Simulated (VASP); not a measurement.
Runs of VASP 6.6.1 on Nb. The structure is that of space group P6_3/mmc (No. 194), or close to it. The cells are those of the table. 

```csv
task,cell,cutoff (eV),k mesh for the DOS,occupations for the DOS,gap on the mesh (eV),pressure (GPa)
relaxation of shape and atoms at fixed volume,"relaxed from a = 2.279, b = 2.279, c = 4.169 Å, angles 90.0, 90.0, 120.0°, 2 atoms",600,-,-,none,365.1
relaxation of shape and atoms at fixed volume,"relaxed from a = 2.171, b = 2.171, c = 3.973 Å, angles 90.0, 90.0, 120.0°, 2 atoms",600,-,-,none,579.6
relaxation of shape and atoms at fixed volume,"relaxed from a = 2.390, b = 2.390, c = 4.373 Å, angles 90.0, 90.0, 120.0°, 2 atoms",600,-,-,none,219.8
single point,"a = 2.761, b = 2.761, c = 5.023 Å, angles 90.0, 90.0, 120.0°, 2 atoms",520,-,-,none,16.5
single point,"a = 2.834, b = 2.834, c = 5.185 Å, angles 90.0, 90.0, 120.0°, 2 atoms",520,-,-,none,(a)
```

Alike in all rows: level PBEsol; potentials or basis VASP PAW PBE potentials, release 64 (Nb_sv); no spin polarisation; k mesh 17 × 17 × 9; smearing fermi-dirac 0.05 eV.

Question: Fill in the values left out.

Answer: (a) -0.3.

Caveats: the PAW data sets were made with another functional, which shifts forces and pressure a little.

A k mesh can miss the band edges, and the runs leave out spin-orbit coupling on Nb.

A gap of «none» marks levels without a gap at the run's occupations.
